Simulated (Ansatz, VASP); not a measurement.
One calculation of AlN, two programs

POSCAR

```
AlN
1.0
    0.0000000000      2.0352726084      2.0352726084
    2.0352726084      0.0000000000      2.0352726084
    2.0352726084      2.0352726084      0.0000000000
Al N
1 1
Direct
    0.5000000000      0.5000000000      0.5000000000
    0.0000000000      0.0000000000      0.0000000000
```

File INCAR.step1:

```
SYSTEM = AlN
ALGO = Normal ; EDIFF = 1E-5
ENCUT = 660 ; GGA = PE
GGA_COMPAT = .FALSE. ; ISMEAR = 0
LASPH = .TRUE. ; LCHARG = .FALSE.
LREAL = .FALSE. ; LWAVE = .TRUE.
NBANDS = 11 ; NELM = 120
PREC = Accurate ; SIGMA = 0.05
```

INCAR.step2

```
SYSTEM = AlN
ALGO = Normal ; EDIFF = 1E-6
ENCUT = 660 ; GGA_COMPAT = .FALSE.
ISIF = 2 ; ISMEAR = 0
ISTART = 1 ; LASPH = .TRUE.
LCHARG = .FALSE. ; LMIXTAU = .TRUE.
LREAL = .FALSE. ; LWAVE = .FALSE.
METAGGA = R2SCAN ; NBANDS = 11
NELM = 120 ; PREC = Accurate
SIGMA = 0.05
```

KPOINTS

```
k-points
0
G
  8 8 8
  0 0 0
```

Input for Ansatz:

```yaml
crystal:
  lattice:
    - [0.0, 2.0352726084, 2.0352726084]
    - [2.0352726084, 0.0, 2.0352726084]
    - [2.0352726084, 2.0352726084, 0.0]
  atoms:
    - { symbol: Al, position: [0.5, 0.5, 0.5] }
    - { symbol: "N", position: [0.0, 0.0, 0.0] }
basis:
  ecutwfc: 500
  ecutrho_ratio: 4
kpoints:
  mp_grid: { grid: [8, 8, 8] }
hamiltonian:
  xc: r2scan
scf:
  occupations: { method: gaussian, width: 0.05 }
output:
  forces: true
  stress: true
  eigenvalues: true
```

Alike in both runs: task single point; functional r2SCAN; k mesh 8 × 8 × 8; occupations gaussian, width 0.05 eV; no spin polarisation.

|  | VASP | Ansatz |
| --- | --- | --- |
| version | VASP 6.6.1 | Ansatz 0.2.0 |
| potentials or method | VASP PAW PBE potentials, release 64 (Al, N), cutoff 660 eV | scalar-relativistic, plane waves, PAW |
| valence electrons in the cell | 8 | 8 |

VASP gave:

- gap on the k mesh at the Fermi level (eV): 5.28
- least direct gap on the mesh (eV): 6.22
- pressure (GPa): -7.1

Task: Which values does Ansatz return?

Result: gap on the k mesh at the Fermi level (eV): 5.28; least direct gap on the mesh (eV): 6.17; pressure (GPa): -6.4.

VASP's potentials were made for PBE, not for r2SCAN. The functional is the same, so the differences come from potentials, cutoffs and numerics.
